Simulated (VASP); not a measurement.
# Cr (I4/mmm) in VASP: a series of runs

The runs below take Cr through single point, with PBEsol.

Program: VASP 6.6.1. These are calculated values, not measurements. Logs are shortened: lines on timing, memory, paths and dates and some standing lists are left out, and cuts for length are marked.

### 1 The cell of the first run

It takes space group I4/mmm (No. 139, tetragonal). The conventional cell has a = 2.702 Å, b = 2.702 Å, c = 2.889 Å, α = 90.00°, β = 90.00°, γ = 90.00°. Cr (site symmetry 4/mmm) has 14 Cr at 2.40 to 2.89 Å within 3.2 Å.

### 2 Single point, PBEsol (biaxial strain in the a-b plane: -4.0 %, then relaxed in part)

File INCAR:

```
SYSTEM = Cr
  ALGO = Normal
  EDIFF = 1E-6
  ENCUT = 520
  GGA = PS
  ISIF = 2
  ISMEAR = 0
  LASPH = .TRUE.
  LCHARG = .FALSE.
  LREAL = .FALSE.
  LWAVE = .FALSE.
  NBANDS = 19
  NELM = 100
  PREC = Accurate
  SIGMA = 0.1
```

File KPOINTS:

```
k-points
0
G
  14 14 14
  0 0 0
```

File POSCAR:

```
Cr
1.0
    2.7017171775      0.0000000000      0.0000000000
    0.0000000000      2.7017171775      0.0000000000
    0.0000000000      0.0000000000      2.8893827255
Cr
2
Direct
    0.0000000000      0.0000000000      0.0000000000
    0.5000000000      0.5000000000      0.5000000000
```

Potentials or basis: VASP PAW PBE potentials, release 64 (Cr_pv).

Command:

```sh
$ cat potpaw_PBE.64/Cr_pv/POTCAR > POTCAR
$ mpirun -np 1 vasp_std > vasp.out
```

OUTCAR:

```text
SYSTEM = Cr
   EDIFF = 1E-6
   ENCUT = 520
   GGA = PS
   ISIF = 2
   ISMEAR = 0
   LASPH = .TRUE.
   LREAL = .FALSE.
   NELM = 100
   PREC = Accurate

 ion  position               nearest neighbor table
   1  0.000  0.000  0.000-   2 2.40   2 2.40   2 2.40   2 2.40   2 2.40   2 2.40   2 2.40   2 2.40

   2  0.500  0.500  0.500-   1 2.40   1 2.40   1 2.40   1 2.40   1 2.40   1 2.40   1 2.40   1 2.40

  LATTYP: Found a simple tetragonal cell.
 ALAT       =     2.7017171775
 C/A-ratio  =     1.0694615815

  Lattice vectors:

 A1 = (   2.7017171775,   0.0000000000,   0.0000000000)
 A2 = (   0.0000000000,   2.7017171775,   0.0000000000)
 A3 = (   0.0000000000,   0.0000000000,   2.8893827255)

Analysis of symmetry for initial positions (statically):
=====================================================================
 Subroutine PRICEL returns following result:

  LATTYP: Found a body centered tetragonal cell.
 ALAT       =     2.7017171775
 C/A-ratio  =     1.0694615815

  Lattice vectors:

 A1 = (  -1.3508585887,  -1.3508585888,  -1.4446913627)
 A2 = (   1.3508585887,   1.3508585888,  -1.4446913628)
 A3 = (   1.3508585887,  -1.3508585887,   1.4446913627)

   2 primitive cells build up your supercell.

 Routine SETGRP: Setting up the symmetry group for a
 simple tetragonal supercell.

 Subroutine GETGRP returns: Found 16 space group operations
 (whereof 16 operations were pure point group operations)
 out of a pool of 16 trial point group operations.

The static configuration has the point symmetry D_4h.

Analysis of symmetry for dynamics (positions and initial velocities):
=====================================================================
 Subroutine PRICEL returns following result:

  LATTYP: Found a body centered tetragonal cell.
 ALAT       =     2.7017171775
 C/A-ratio  =     1.0694615815

  Lattice vectors:

 A1 = (  -1.3508585887,  -1.3508585888,  -1.4446913627)
 A2 = (   1.3508585887,   1.3508585888,  -1.4446913628)
 A3 = (   1.3508585887,  -1.3508585887,   1.4446913627)

   2 primitive cells build up your supercell.

 Routine SETGRP: Setting up the symmetry group for a
 simple tetragonal supercell.

 Subroutine GETGRP returns: Found 16 space group operations
 (whereof 16 operations were pure point group operations)
 out of a pool of 16 trial point group operations.

The dynamic configuration has the point symmetry D_4h.

 Subroutine INISYM returns: Found 16 space group operations
 (whereof 16 operations are pure point group operations),
 and found     2 'primitive' translations

----------------------------------------------------------------------------------------

                                     Primitive cell

  volume of cell :      10.5452

  direct lattice vectors                    reciprocal lattice vectors
    -1.350858589 -1.350858589 -1.444691363     0.000000000 -0.370134968 -0.346094684
     1.350858589  1.350858589 -1.444691363     0.370134968  0.000000000 -0.346094684
     1.350858589 -1.350858589  1.444691363     0.370134968 -0.370134968  0.000000000

  length of vectors
     2.395155733  2.395155733  2.395155733     0.506736050  0.506736050  0.523449891

  position of ions in fractional coordinates (direct lattice)
     0.000000000  0.000000000  0.000000000

  ion indices of the primitive-cell ions
   primitive index   ion index
                 1           1

----------------------------------------------------------------------------------------

 KPOINTS: k-points

Automatic generation of k-mesh.
 Grid dimensions read from file:
 generate k-points for:   14   14   14

 Generating k-lattice:

  Cartesian coordinates                     Fractional coordinates (reciprocal lattice)
     0.026438212  0.000000000  0.000000000     0.071428571  0.000000000  0.000000000
     0.000000000  0.026438212  0.000000000     0.000000000  0.071428571  0.000000000
     0.000000000  0.000000000  0.024721049     0.000000000  0.000000000  0.071428571

  Length of vectors
     0.026438212  0.026438212  0.024721049

  Shift w.r.t. Gamma in fractional coordinates (k-lattice)
     0.000000000  0.000000000  0.000000000

 Subroutine IBZKPT returns following result:
 ===========================================

 Found    288 irreducible k-points:

 Following reciprocal coordinates:
            Coordinates               Weight
  0.000000  0.000000  0.000000      1.000000
  0.071429  0.000000  0.000000      4.000000
  0.142857  0.000000  0.000000      4.000000
  0.214286  0.000000  0.000000      4.000000
  0.285714  0.000000  0.000000      4.000000
  0.357143  0.000000  0.000000      4.000000
[... 16 lines left out ...]
  0.285714  0.214286  0.000000      8.000000
  0.357143  0.214286  0.000000      8.000000
 [... further k-points ...]
   k-points           NKPTS =    288   k-points in BZ     NKDIM =    288   number of bands    NBANDS=     19
   number of dos      NEDOS =    301   number of ions     NIONS =      2
   total plane-waves  NPLWV =   9600
   dimension x,y,z NGX =    20 NGY =   20 NGZ =   24
   dimension x,y,z NGXF=    40 NGYF=   40 NGZF=   48
   ions per type =               2
   NGX,Y,Z   is equivalent  to a cutoff of  12.31, 12.31, 13.81 a.u.
   NGXF,Y,Z  is equivalent  to a cutoff of  24.61, 24.61, 27.62 a.u.
 SYSTEM =  Cr
   PREC   = accura    normal or accurate (medium, high low for compatibility)
   ISTART =      0    job   : 0-new  1-cont  2-samecut
   ICHARG =      2    charge: 1-file 2-atom 10-const
   ISPIN  =      1    spin polarized calculation?
   LNONCOLLINEAR =      F non collinear calculations
   LSORBIT =      F    spin-orbit coupling
   LASPH  =      T    aspherical Exc in radial PAW
   ENCUT  =  520.0 eV  38.22 Ry    6.18 a.u.   5.02  5.02  5.37*2*pi/ulx,y,z
   NELM   =    100;   NELMIN=  2; NELMDL= -5     # of ELM steps
   EDIFF  = 0.1E-05   stopping-criterion for ELM
   LREAL  =      F    real-space projection
   EDIFFG = 0.1E-04   stopping-criterion for IOM
   NSW    =      0    number of steps for IOM
   IBRION =     -1    ionic relax: 0-MD 1-quasi-New 2-CG
   NFREE  =      0    steps in history (QN), initial steepest desc. (CG)
   ISIF   =      2    stress and relaxation
   ISYM   =      2    0-nonsym 1-usesym 2-fastsym
   POTIM  = 0.5000    time-step for ionic-motion
   TEBEG  =    0.0;   TEEND  =   0.0 temperature during run
   PSTRESS=    0.0 pullay stress
   NELECT =      24.0000    total number of electrons
   NUPDOWN=      -1.0000    fix difference up-down
   EMIN   =  10.00;   EMAX   =-10.00  energy-range for DOS
   EFERMI =   0.00;   METHOD = LEGACY
   ISMEAR =     0;   SIGMA  =   0.10  broadening in eV -4-tet -1-fermi 0-gaus
   EFERMI_NEDOS =   21; number of points for ismear=-14 and -15
   IALGO  =     38    algorithm
   IMIX   =      4    mixing-type and parameters
     AMIX     =   0.40;   BMIX     =  1.00
     AMIX_MAG =   1.60;   BMIX_MAG =  1.00
  volume/ion in A,a.u.               =      10.55        71.16
  Fermi-wavevector in a.u.,A,eV,Ry     =   1.709164  3.229851 39.745885  2.921240
  Thomas-Fermi vector in A             =   2.787698
   LORBIT       =      0    0 simple, 1 ext, 2 COOP (PROOUT), +10 PAW based schemes
   GGA     = PS    functional components
   LHFCALC =     F    Hartree Fock is set to
   AEXX    =    0.0000 exact exchange contribution
   IVDW    =     0    specifies the selected vdW correction
   LEPSILON=     F    determine dielectric tensor
   LRPA    =     F    only Hartree local field effects (RPA)
 non-spin polarized calculation
 Gauss-broadening in eV      SIGMA  =   0.10
  energy-cutoff  :      520.00
  volume of cell :       21.09
 maximum number of plane-waves:       588
   NGX = 11   NGY = 11   NGZ = 11

 number of electron      23.9999983 magnetization

 Free energy of the ion-electron system (eV)
  ---------------------------------------------------
  ext. energy  EPLUGINS =         0.00000000
  ---------------------------------------------------
  free energy    TOTEN  =       -20.34926205 eV

  energy without entropy =      -20.34350543  energy(sigma->0) =      -20.34638374

 E-fermi :  12.2186     XC(G=0): -14.3760

 val. band max:       12.2161541518   @ k =   0.4286   0.0714   0.1429
 cond. band min:      12.2281835045   @ k =   0.1429   0.0000   0.4286
 fundamental gap:      0.0120293528
 Fermi energy:        12.2185905344

 k-point     1 :       0.0000    0.0000    0.0000
  band No.  band energies     occupation
      1     -31.2075      2.00000
      2     -31.0216      2.00000
      3     -31.0216      2.00000
      4     -30.2704      2.00000
      5     -30.2483      2.00000
      6     -30.2483      2.00000
[... 11 lines left out ...]
     18      19.3394      0.00000
     19      19.3403      0.00000

 k-point     2 :       0.0714    0.0000    0.0000
  band No.  band energies     occupation
      1     -31.1949      2.00000
      2     -31.0265      2.00000
      3     -31.0110      2.00000
      4     -30.2812      2.00000
      5     -30.2734      2.00000
      6     -30.2569      2.00000
[... 11 lines left out ...]
     18      19.3393      0.00000
     19      19.3402      0.00000

 k-point     3 :       0.1429    0.0000    0.0000
  band No.  band energies     occupation
      1     -31.1580      2.00000
      2     -31.0389      2.00000
      3     -30.9799      2.00000
      4     -30.3451      2.00000
      5     -30.3132      2.00000
      6     -30.2828      2.00000
[... 11 lines left out ...]
     18      19.3391      0.00000
     19      19.3402      0.00000

 k-point     4 :       0.2143    0.0000    0.0000
  band No.  band energies     occupation
      1     -31.0988      2.00000
      2     -31.0520      2.00000
      3     -30.9301      2.00000
      4     -30.4525      2.00000
      5     -30.3653      2.00000
      6     -30.3248      2.00000
[... 11 lines left out ...]
     18      19.3382      0.00000
     19      19.3402      0.00000

 k-point     5 :       0.2857    0.0000    0.0000
  band No.  band energies     occupation
      1     -31.0566      2.00000
      2     -31.0207      2.00000
      3     -30.8647      2.00000
      4     -30.5808      2.00000
      5     -30.4354      2.00000
      6     -30.3817      2.00000
[... 11 lines left out ...]
     18      19.0990      0.00000
     19      19.3410      0.00000

 k-point     6 :       0.3571    0.0000    0.0000
  band No.  band energies     occupation
      1     -31.0430      2.00000
      2     -30.9282      2.00000
      3     -30.7875      2.00000
      4     -30.7133      2.00000
      5     -30.5207      2.00000
      6     -30.4512      2.00000
[... 11 lines left out ...]
     18      17.5963      0.00000
     19      19.3406      0.00000

 k-point     7 :       0.4286    0.0000    0.0000
  band No.  band energies     occupation
      1     -31.0033      2.00000
      2     -30.8347      2.00000
      3     -30.8266      2.00000
      4     -30.7029      2.00000
      5     -30.6175      2.00000
      6     -30.5304      2.00000
[... 11 lines left out ...]
     18      16.3564      0.00000
     19      19.3405      0.00000

 k-point     8 :       0.5000    0.0000    0.0000
  band No.  band energies     occupation
      1     -30.9336      2.00000
      2     -30.9336      2.00000
      3     -30.7212      2.00000
      4     -30.7212      2.00000
      5     -30.6157      2.00000
      6     -30.6157      2.00000
[... 256 lines left out ...]
 k-point    20 :       0.4286    0.1429    0.0000
  band No.  band energies     occupation
      1     -31.1388      2.00000
      2     -30.9899      2.00000
      3     -30.8106      2.00000
      4     -30.6221      2.00000
      5     -30.5941      2.00000
      6     -30.4359      2.00000
[... 11 lines left out ...]
     18      16.5841      0.00000
     19      19.3402      0.00000

 k-point    21 :       0.5000    0.1429    0.0000
  band No.  band energies     occupation
      1     -31.0799      2.00000
      2     -31.0799      2.00000
      3     -30.7153      2.00000
      4     -30.7153      2.00000
      5     -30.5126      2.00000
      6     -30.5126      2.00000
[... 11 lines left out ...]
     18      15.4848      0.00000
     19      19.3402      0.00000

 k-point    22 :       0.2143    0.2143    0.0000
  band No.  band energies     occupation
      1     -31.1969      2.00000
      2     -31.0102      2.00000
      3     -30.7540      2.00000
      4     -30.7398      2.00000
      5     -30.4360      2.00000
      6     -30.2718      2.00000
[... 11 lines left out ...]
     18      19.3395      0.00000
     19      19.3629      0.00000

 k-point    23 :       0.2857    0.2143    0.0000
  band No.  band energies     occupation
      1     -31.2371      2.00000
      2     -30.9471      2.00000
      3     -30.8756      2.00000
      4     -30.6756      2.00000
      5     -30.4889      2.00000
      6     -30.2892      2.00000
[... 11 lines left out ...]
     18      19.3384      0.00000
     19      19.3403      0.00000

 k-point    24 :       0.3571    0.2143    0.0000
  band No.  band energies     occupation
      1     -31.2542      2.00000
      2     -31.0043      2.00000
      3     -30.8729      2.00000
      4     -30.5958      2.00000
      5     -30.5539      2.00000
      6     -30.3259      2.00000
[... 11 lines left out ...]
     18      18.2545      0.00000
     19      19.3403      0.00000

 [... further k-points ...]
[... 5 lines left out ...]
  --------------------------------------------------------------------------------------
  -------------------------------------------------------------------------------------
  Total        3.5305605      3.5305605     -0.0505478      0.0000000      0.0000000      0.0000000
  in kB      268.2065651    268.2065651     -3.8399729      0.0000000      0.0000000      0.0000000
  external PRESSURE =     177.5243857 kB  Pullay stress =       0.0000000 kB

 VOLUME and BASIS-vectors are now :
 -----------------------------------------------------------------------------
  energy-cutoff  :      520.00
  volume of cell :       21.09
      direct lattice vectors                 reciprocal lattice vectors
     2.701717177  0.000000000  0.000000000     0.370134968  0.000000000  0.000000000
     0.000000000  2.701717177  0.000000000     0.000000000  0.370134968  0.000000000
     0.000000000  0.000000000  2.889382725     0.000000000  0.000000000  0.346094684

 POSITION                                       TOTAL-FORCE (eV/Angst)
 -----------------------------------------------------------------------------------
      0.00000      0.00000      0.00000         0.000000      0.000000     -0.000000
      1.35086      1.35086      1.44469        -0.000000     -0.000000      0.000000
 -----------------------------------------------------------------------------------
    total drift:                               -0.000000      0.000000      0.000000

  FREE ENERGIE OF THE ION-ELECTRON SYSTEM (eV)
  ---------------------------------------------------
  free  energy   TOTEN  =       -20.3492620526 eV

  energy  without entropy=      -20.3435054342  energy(sigma->0) =      -20.34638374
```

Wall time 29 s (1 thread of Intel Xeon 6975P-C (Granite Rapids), shared host); peak memory 0.2 GiB.

Results:

```
Free energy            : -20.3493 eV
Pressure               : 17.8 GPa
Band gap on the k mesh : zero (band 12 reaches 13.89 eV, above the bottom of band 13 at 11.56 eV)
```

Stress tensor (GPa, compression positive):
```
26.82  0.00  0.00
 0.00 26.82  0.00
 0.00  0.00 -0.38
```

Levels at points of the mesh, in eV from the Fermi level:
```tsv
k point	band 10	band 11	band 12	band 13	band 14	band 15
(0.00, 0.00, 0.00)	-1.23	-1.23	-0.65	0.85	1.49	2.67
(0.50, 0.00, 0.00)	-2.12	-0.85	-0.85	-0.37	-0.37	0.68
(0.50, 0.50, 0.00)	-3.30	1.67	1.67	1.80	1.80	1.85
(0.00, 0.00, 0.50)	-2.32	-0.26	-0.26	-0.26	-0.26	0.91
(0.50, 0.00, 0.50)	-2.57	0.83	0.83	1.13	1.13	1.71
(0.50, 0.50, 0.50)	-2.49	-2.49	-2.49	1.50	1.50	1.89
```

Caveat: the cell differs from its parent crystal (biaxial strain in the a-b plane: -4.0 %, then relaxed in part); the PAW data sets were made with another functional, which shifts forces and pressure a little; the run has no spin polarisation, though such a crystal can be magnetic.

(Part 1 of 2 ends here.)
